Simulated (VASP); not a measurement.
Input of a VASP 6.6.1 run:

INCAR

```
  PREC = Accurate
  ENCUT = 520
  EDIFF = 1E-8
  ISMEAR = -1
  SIGMA = 0.08
  LREAL = False
  LASPH = True
  NELM = 80
  ALGO = Normal
  ISIF = 2
  LWAVE = False
  LCHARG = False
  GGA = PE
  LEFG = True
  NBANDS = 19
```

The input KPOINTS:

```
Automatic mesh
0
Gamma
  13 13 7
```

POSCAR

```
Ti
1.0
    2.9888180735      0.0000000000      0.0000000000
   -1.4944090368      2.5883923789      0.0000000000
    0.0000000000      0.0000000000      4.7476649663
Ti
2
Direct
    0.3333333333      0.6666666667      0.2500000000
    0.6666666667      0.3333333333      0.7500000000
```

Potentials or basis: VASP PAW PBE potentials, release 64 (Ti_sv).

The run is started by

```console
$ cat potpaw_PBE.64/Ti_sv/POTCAR > POTCAR
$ mpirun -np 1 vasp_std > vasp.out
```

**Question.** Predict the band gap on the k mesh.

**Answer.** Zero (band 12 reaches 8.50 eV, above the bottom of band 13 at 7.46 eV).

**Question.** Estimate the pressure.

**Answer.** -5.6 GPa.

Electric field gradients, principal values (V/Å²):
```
atom   least  middle  greatest (by size)
1 Ti  -7.460  -7.462              14.923
2 Ti  -7.460  -7.462              14.923
```

Caveat: without QUAD_EFG the Cq values of the log hold for a quadrupole moment of 1 mb, not for the nuclei.
